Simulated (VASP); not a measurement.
# KMgF3 (Cmmm) in VASP: notebook

KMgF3 is run at these levels: PBEsol; tasks: single point.

Program: VASP 6.6.1. These are calculated values, not measurements. Logs are shortened: lines on timing, memory, paths and dates and some standing lists are left out, and cuts for length are marked.

### 1 The cell of the first run

Symmetry: Cmmm, No. 65, orthorhombic system. The conventional cell has a = 5.581 Å, b = 5.693 Å, c = 3.986 Å, α = 90.00°, β = 90.00°, γ = 90.00°. K (site symmetry mmm) has 12 F at 2.79 to 2.85 Å and 8 Mg at 3.43 to 3.47 Å within 3.7 Å. Mg (site symmetry mmm) has 6 F at 1.99 Å within 2.6 Å. Within 2.6 Å of F (site symmetry 2/m) lie 2 Mg at 1.99 Å. F (site symmetry mmm) has 2 Mg at 1.99 Å within 2.6 Å.

### 2 Single point, PBEsol (strain -0.0200 x Voigt [0, 0, 0, 0, 0, 1])

The input, INCAR:

```
SYSTEM = KMgF3
ALGO = Normal
EDIFF = 1E-6
ENCUT = 520
GGA = PS
ISIF = 2
ISMEAR = 0
LASPH = .True.
LCHARG = .True.
LELF = .True.
LREAL = .False.
LVHAR = .True.
LWAVE = .False.
NBANDS = 24
NELM = 100
PREC = Accurate
SIGMA = 0.05
```

The input, KPOINTS:

```
k-points
0
Gamma
  6 6 6
  0 0 0
```

The input, POSCAR:

```
KMgF3
1.0
    3.9859000000     -0.0398590000      0.0000000000
   -0.0398590000      3.9859000000      0.0000000000
    0.0000000000      0.0000000000      3.9859000000
K Mg F
1 1 3
Direct
    0.5000000000      0.5000000000      0.5000000000
    0.0000000000      0.0000000000      0.0000000000
    0.5000000000      0.0000000000      0.0000000000
    0.0000000000      0.5000000000      0.0000000000
    0.0000000000      0.0000000000      0.5000000000
```

Potentials or basis: VASP PAW PBE potentials, release 64 (K_sv, Mg, F).

Command:

```
> cat potpaw_PBE.64/K_sv/POTCAR potpaw_PBE.64/Mg/POTCAR potpaw_PBE.64/F/POTCAR > POTCAR
> mpirun -np 1 vasp_std > vasp.out
```

OUTCAR:

```text
SYSTEM = KMgF3
   EDIFF = 1E-6
   ENCUT = 520
   GGA = PS
   ISIF = 2
   ISMEAR = 0
   LASPH = .True.
   LREAL = .False.
   NELM = 100
   PREC = Accurate

 ion  position               nearest neighbor table
   1  0.500  0.500  0.500-   5 2.79   5 2.79   3 2.82   3 2.82   4 2.82   3 2.82   3 2.82   4 2.82
                             4 2.82   4 2.82   5 2.85   5 2.85   2 3.43   2 3.43   2 3.43   2 3.43
   2  0.000  0.000  0.000-   5 1.99   5 1.99   3 1.99   4 1.99   4 1.99   3 1.99   1 3.43   1 3.43
                             1 3.43   1 3.43   1 3.47   1 3.47   1 3.47   1 3.47
   3  0.500  0.000  0.000-   2 1.99   2 1.99   1 2.82   1 2.82   1 2.82   1 2.82
   4  0.000  0.500  0.000-   2 1.99   2 1.99   1 2.82   1 2.82   1 2.82   1 2.82
   5  0.000  0.000  0.500-   2 1.99   2 1.99   1 2.79   1 2.79   1 2.85   1 2.85

  LATTYP: Found a base centered orthorhombic cell.
 ALAT       =     5.5805446999
 B/A-ratio  =     1.0202020202
 C/A-ratio  =     0.7142492739

  Lattice vectors:

 A1 = (   3.9859000000,  -0.0398590000,   0.0000000000)
 A2 = (  -0.0398590000,   3.9859000000,   0.0000000000)
 A3 = (   0.0000000000,   0.0000000000,   3.9859000000)

Analysis of symmetry for initial positions (statically):
=====================================================================
 Subroutine PRICEL returns:
 Original cell was already a primitive cell.

 Routine SETGRP: Setting up the symmetry group for a
 base centered orthorhombic supercell.

 Subroutine GETGRP returns: Found  8 space group operations
 (whereof  8 operations were pure point group operations)
 out of a pool of  8 trial point group operations.

The static configuration has the point symmetry D_2h.

Analysis of symmetry for dynamics (positions and initial velocities):
=====================================================================
 Subroutine PRICEL returns:
 Original cell was already a primitive cell.

 Routine SETGRP: Setting up the symmetry group for a
 base centered orthorhombic supercell.

 Subroutine GETGRP returns: Found  8 space group operations
 (whereof  8 operations were pure point group operations)
 out of a pool of  8 trial point group operations.

The dynamic configuration has the point symmetry D_2h.

 Subroutine INISYM returns: Found  8 space group operations
 (whereof  8 operations are pure point group operations),
 and found     1 'primitive' translations

----------------------------------------------------------------------------------------

                                     Primitive cell

  volume of cell :      63.3193

  direct lattice vectors                    reciprocal lattice vectors
     3.985900000 -0.039859000  0.000000000     0.250909458  0.002509095  0.000000000
    -0.039859000  3.985900000  0.000000000     0.002509095  0.250909458  0.000000000
     0.000000000  0.000000000  3.985900000     0.000000000  0.000000000  0.250884367

  length of vectors
     3.986099290  3.986099290  3.985900000     0.250922004  0.250922004  0.250884367

  position of ions in fractional coordinates (direct lattice)
     0.500000000  0.500000000  0.500000000
     0.000000000  0.000000000  0.000000000
     0.500000000  0.000000000  0.000000000
     0.000000000  0.500000000  0.000000000
     0.000000000  0.000000000  0.500000000

  ion indices of the primitive-cell ions
   primitive index   ion index
                 1           1
                 2           2
                 3           3
                 4           4
                 5           5

----------------------------------------------------------------------------------------

 KPOINTS: k-points

Automatic generation of k-mesh.
 Grid dimensions read from file:
 generate k-points for:    6    6    6

 Generating k-lattice:

  Cartesian coordinates                     Fractional coordinates (reciprocal lattice)
     0.041818243  0.000418182  0.000000000     0.166666667  0.000000000  0.000000000
     0.000418182  0.041818243  0.000000000     0.000000000  0.166666667  0.000000000
     0.000000000  0.000000000  0.041814061     0.000000000  0.000000000  0.166666667

  Length of vectors
     0.041820334  0.041820334  0.041814061

  Shift w.r.t. Gamma in fractional coordinates (k-lattice)
     0.000000000  0.000000000  0.000000000

 Subroutine IBZKPT returns following result:
 ===========================================

 Found     52 irreducible k-points:

 Following reciprocal coordinates:
            Coordinates               Weight
  0.000000  0.000000  0.000000      1.000000
  0.166667  0.000000  0.000000      4.000000
  0.333333  0.000000  0.000000      4.000000
  0.500000  0.000000  0.000000      2.000000
  0.166667  0.166667  0.000000      2.000000
  0.333333  0.166667  0.000000      4.000000
[... 16 lines left out ...]
  0.333333  0.333333  0.166667      4.000000
  0.500000  0.333333  0.166667      8.000000
 [... further k-points ...]
   k-points           NKPTS =     52   k-points in BZ     NKDIM =     52   number of bands    NBANDS=     24
   number of dos      NEDOS =    301   number of ions     NIONS =      5
   total plane-waves  NPLWV =  27000
   dimension x,y,z NGX =    30 NGY =   30 NGZ =   30
   dimension x,y,z NGXF=    60 NGYF=   60 NGZF=   60
   ions per type =               1   1   3
   NGX,Y,Z   is equivalent  to a cutoff of  12.51, 12.51, 12.51 a.u.
   NGXF,Y,Z  is equivalent  to a cutoff of  25.02, 25.02, 25.03 a.u.
 SYSTEM =  KMgF3
   PREC   = accura    normal or accurate (medium, high low for compatibility)
   ISTART =      0    job   : 0-new  1-cont  2-samecut
   ICHARG =      2    charge: 1-file 2-atom 10-const
   ISPIN  =      1    spin polarized calculation?
   LNONCOLLINEAR =      F non collinear calculations
   LSORBIT =      F    spin-orbit coupling
   LASPH  =      T    aspherical Exc in radial PAW
   ENCUT  =  520.0 eV  38.22 Ry    6.18 a.u.   7.41  7.41  7.41*2*pi/ulx,y,z
   NELM   =    100;   NELMIN=  2; NELMDL= -5     # of ELM steps
   EDIFF  = 0.1E-05   stopping-criterion for ELM
   LREAL  =      F    real-space projection
   EDIFFG = 0.1E-04   stopping-criterion for IOM
   NSW    =      0    number of steps for IOM
   IBRION =     -1    ionic relax: 0-MD 1-quasi-New 2-CG
   NFREE  =      0    steps in history (QN), initial steepest desc. (CG)
   ISIF   =      2    stress and relaxation
   ISYM   =      2    0-nonsym 1-usesym 2-fastsym
   POTIM  = 0.5000    time-step for ionic-motion
   TEBEG  =    0.0;   TEEND  =   0.0 temperature during run
   PSTRESS=    0.0 pullay stress
   NELECT =      32.0000    total number of electrons
   NUPDOWN=      -1.0000    fix difference up-down
   EMIN   =  10.00;   EMAX   =-10.00  energy-range for DOS
   EFERMI =   0.00;   METHOD = LEGACY
   ISMEAR =     0;   SIGMA  =   0.05  broadening in eV -4-tet -1-fermi 0-gaus
   EFERMI_NEDOS =   21; number of points for ismear=-14 and -15
   IALGO  =     38    algorithm
   IMIX   =      4    mixing-type and parameters
     AMIX     =   0.40;   BMIX     =  1.00
     AMIX_MAG =   1.60;   BMIX_MAG =  1.00
  volume/ion in A,a.u.               =      12.66        85.46
  Fermi-wavevector in a.u.,A,eV,Ry     =   1.304006  2.464214 23.135775  1.700431
  Thomas-Fermi vector in A             =   2.434970
   LORBIT       =      0    0 simple, 1 ext, 2 COOP (PROOUT), +10 PAW based schemes
   GGA     = PS    functional components
   LHFCALC =     F    Hartree Fock is set to
   AEXX    =    0.0000 exact exchange contribution
   IVDW    =     0    specifies the selected vdW correction
   LEPSILON=     F    determine dielectric tensor
   LRPA    =     F    only Hartree local field effects (RPA)
 non-spin polarized calculation
 Gauss-broadening in eV      SIGMA  =   0.05
  energy-cutoff  :      520.00
  volume of cell :       63.32
 maximum number of plane-waves:      1739
 NGX is ok and might be reduce to    30
   NGX = 15   NGY = 15   NGZ = 15

 number of electron      31.9999955 magnetization

 Free energy of the ion-electron system (eV)
  ---------------------------------------------------
  ext. energy  EPLUGINS =         0.00000000
  ---------------------------------------------------
  free energy    TOTEN  =       -25.25930521 eV

  energy without entropy =      -25.25930521  energy(sigma->0) =      -25.25930521

 E-fermi :  -1.4625     XC(G=0):  -9.9453

 val. band max:       -1.6998380551   @ k =   0.5000   0.5000   0.5000
 cond. band min:       5.4157487633   @ k =   0.0000   0.0000   0.0000
 fundamental gap:      7.1155868184
 Fermi energy:        -1.4625104860

 k-point     1 :       0.0000    0.0000    0.0000
  band No.  band energies     occupation
      1     -27.1825      2.00000
      2     -21.7171      2.00000
      3     -21.0485      2.00000
      4     -21.0458      2.00000
      5     -10.7586      2.00000
      6     -10.7475      2.00000
[... 16 lines left out ...]
     23      12.1678      0.00000
     24      14.9498      0.00000

 k-point     2 :       0.1667    0.0000    0.0000
  band No.  band energies     occupation
      1     -27.1751      2.00000
      2     -21.6866      2.00000
      3     -21.0845      2.00000
      4     -21.0452      2.00000
      5     -10.7477      2.00000
      6     -10.7329      2.00000
[... 16 lines left out ...]
     23      12.1601      0.00000
     24      14.8900      0.00000

 k-point     3 :       0.3333    0.0000    0.0000
  band No.  band energies     occupation
      1     -27.1601      2.00000
      2     -21.6120      2.00000
      3     -21.1745      2.00000
      4     -21.0406      2.00000
      5     -10.7347      2.00000
      6     -10.7033      2.00000
[... 16 lines left out ...]
     23      12.1306      0.00000
     24      14.5414      0.00000

 k-point     4 :       0.5000    0.0000    0.0000
  band No.  band energies     occupation
      1     -27.1525      2.00000
      2     -21.5611      2.00000
      3     -21.2330      2.00000
      4     -21.0383      2.00000
      5     -10.7302      2.00000
      6     -10.6883      2.00000
[... 16 lines left out ...]
     23      12.6764      0.00000
     24      13.5964      0.00000

 k-point     5 :       0.1667    0.1667    0.0000
  band No.  band energies     occupation
      1     -27.1679      2.00000
      2     -21.6534      2.00000
      3     -21.1039      2.00000
      4     -21.0629      2.00000
      5     -10.7545      2.00000
      6     -10.7187      2.00000
[... 16 lines left out ...]
     23      12.1314      0.00000
     24      14.3911      0.00000

 k-point     6 :       0.3333    0.1667    0.0000
  band No.  band energies     occupation
      1     -27.1540      2.00000
      2     -21.5731      2.00000
      3     -21.1843      2.00000
      4     -21.0663      2.00000
      5     -10.7603      2.00000
      6     -10.7089      2.00000
[... 16 lines left out ...]
     23      12.1803      0.00000
     24      13.8825      0.00000
[... 379 lines left out ...]
 k-point    21 :      -0.3333    0.1667    0.1667
  band No.  band energies     occupation
      1     -27.1491      2.00000
      2     -21.5441      2.00000
      3     -21.1766      2.00000
      4     -21.0910      2.00000
      5     -10.7872      2.00000
      6     -10.7575      2.00000
[... 16 lines left out ...]
     23      12.4283      0.00000
     24      13.8698      0.00000

 k-point    22 :      -0.1667    0.1667    0.1667
  band No.  band energies     occupation
      1     -27.1620      2.00000
      2     -21.6240      2.00000
      3     -21.0996      2.00000
      4     -21.0911      2.00000
      5     -10.7716      2.00000
      6     -10.7613      2.00000
[... 16 lines left out ...]
     23      12.2997      0.00000
     24      14.4023      0.00000

 k-point    23 :       0.3333    0.3333    0.1667
  band No.  band energies     occupation
      1     -27.1378      2.00000
      2     -21.4492      2.00000
      3     -21.2127      2.00000
      4     -21.1356      2.00000
      5     -10.8148      2.00000
      6     -10.7924      2.00000
[... 16 lines left out ...]
     23      12.6348      0.00000
     24      13.3844      0.00000

 k-point    24 :       0.5000    0.3333    0.1667
  band No.  band energies     occupation
      1     -27.1326      2.00000
      2     -21.3856      2.00000
      3     -21.2475      2.00000
      4     -21.1542      2.00000
      5     -10.8316      2.00000
      6     -10.8183      2.00000
[... 16 lines left out ...]
     23      12.5342      0.00000
     24      13.4228      0.00000

 [... further k-points ...]
[... 5 lines left out ...]
  --------------------------------------------------------------------------------------
  -------------------------------------------------------------------------------------
  Total       -0.0268429     -0.0268429     -0.0317955      0.3655036      0.0000000      0.0000000
  in kB       -0.6792105     -0.6792105     -0.8045268      9.2483984      0.0000000      0.0000000
  external PRESSURE =      -0.7209826 kB  Pullay stress =       0.0000000 kB

 VOLUME and BASIS-vectors are now :
 -----------------------------------------------------------------------------
  energy-cutoff  :      520.00
  volume of cell :       63.32
      direct lattice vectors                 reciprocal lattice vectors
     3.985900000 -0.039859000  0.000000000     0.250909458  0.002509095  0.000000000
    -0.039859000  3.985900000  0.000000000     0.002509095  0.250909458  0.000000000
     0.000000000  0.000000000  3.985900000     0.000000000  0.000000000  0.250884367

 POSITION                                       TOTAL-FORCE (eV/Angst)
 -----------------------------------------------------------------------------------
      1.97302      1.97302      1.99295         0.000000      0.000000      0.000000
      0.00000      0.00000      0.00000        -0.000000     -0.000000      0.000000
      1.99295     -0.01993      0.00000        -0.000000     -0.000000      0.000000
     -0.01993      1.99295      0.00000        -0.000000     -0.000000      0.000000
      0.00000      0.00000      1.99295        -0.000000     -0.000000      0.000000
 -----------------------------------------------------------------------------------
    total drift:                                0.000000     -0.000000      0.000000

  FREE ENERGIE OF THE ION-ELECTRON SYSTEM (eV)
  ---------------------------------------------------
  free  energy   TOTEN  =       -25.2593052126 eV

  energy  without entropy=      -25.2593052126  energy(sigma->0) =      -25.25930521
```

It took 33 s on 1 thread of Intel Xeon 6975P-C (Granite Rapids), shared host; peak memory 0.21 GiB.

What came out:

```
Free energy            : -25.2593 eV
Pressure               : -0.1 GPa
Band gap on the k mesh : 7.12 eV, indirect (least direct gap 7.40 eV)
```

Caveat: the cell differs from its parent crystal (strain -0.0200 x Voigt [0, 0, 0, 0, 0, 1]); the PAW data sets were made with another functional, which shifts forces and pressure a little.

### 3 Single point, PBEsol (strain +0.0150 x Voigt [0, 0, 0, 0, 0, 1])

The input, INCAR:

```
SYSTEM = KMgF3
PREC     = Accurate       ! precision mode
ENCUT    = 520            ! plane-wave cutoff, eV
EDIFF    = 1E-6           ! SCF threshold, eV
ISMEAR   = 0              ! smearing method
SIGMA    = 0.05           ! smearing width, eV
LREAL    = .False.        ! projectors in reciprocal space
LASPH    = .True.         ! aspherical terms in the spheres
NELM     = 80             ! most SCF steps
ALGO     = Normal         ! electronic algorithm
ISIF     = 2              ! what is computed and relaxed
LWAVE    = .False.        ! write WAVECAR
LCHARG   = .False.        ! write CHGCAR
GGA      = PS             ! functional
NBANDS   = 24             ! bands
```

The input, KPOINTS:

```
regular mesh
0
Gamma
  6 6 6
  0 0 0
```

POSCAR, as its differences from that of step 2:

```diff
@@ -2,4 +2,4 @@
 1.0
-    3.9859000000     -0.0398590000      0.0000000000
-   -0.0398590000      3.9859000000      0.0000000000
+    3.9859000000      0.0298942500      0.0000000000
+    0.0298942500      3.9859000000      0.0000000000
     0.0000000000      0.0000000000      3.9859000000
```

Potentials or basis: VASP PAW PBE potentials, release 64 (K_sv, Mg, F).

Command:

```
> cat potpaw_PBE.64/K_sv/POTCAR potpaw_PBE.64/Mg/POTCAR potpaw_PBE.64/F/POTCAR > POTCAR
> mpirun -np 1 vasp_std > vasp.out
```

Wall time 33 s (1 thread of Intel Xeon 6975P-C (Granite Rapids), shared host); peak memory 0.21 GiB.

It converged, with:

- Free energy: -25.2609 eV
- Pressure: -0.1 GPa
- Band gap on the k mesh: 7.12 eV, indirect (least direct gap 7.42 eV)

Stress tensor (GPa, compression positive):
```
-0.08 -0.69  0.00
-0.69 -0.08  0.00
 0.00  0.00 -0.08
```

Levels at points of the mesh, in eV from the valence-band top:
```
           k point  band 13  band 14  band 15  band 16  band 17  band 18  band 19  band 20
(0.00, 0.00, 0.00)    -0.62    -0.35    -0.33    -0.30     7.12     9.93     9.94    12.09
(0.50, 0.00, 0.00)    -0.88    -0.88    -0.54    -0.54     9.95    10.28    11.00    12.73
(0.50, 0.50, 0.00)    -1.05    -0.92    -0.91    -0.02    10.80    11.58    12.42    12.45
(0.00, 0.00, 0.50)    -0.88    -0.88    -0.59    -0.49     9.95    10.28    11.00    12.67
(0.50, 0.00, 0.50)    -1.06    -0.91    -0.91    -0.03    10.80    11.57    12.44    12.44
(0.50, 0.50, 0.50)    -1.13    -0.01     0.00     0.00    10.25    10.30    10.35    13.79
```

Caveat: the cell differs from its parent crystal (strain +0.0150 x Voigt [0, 0, 0, 0, 0, 1]); the PAW data sets were made with another functional, which shifts forces and pressure a little.
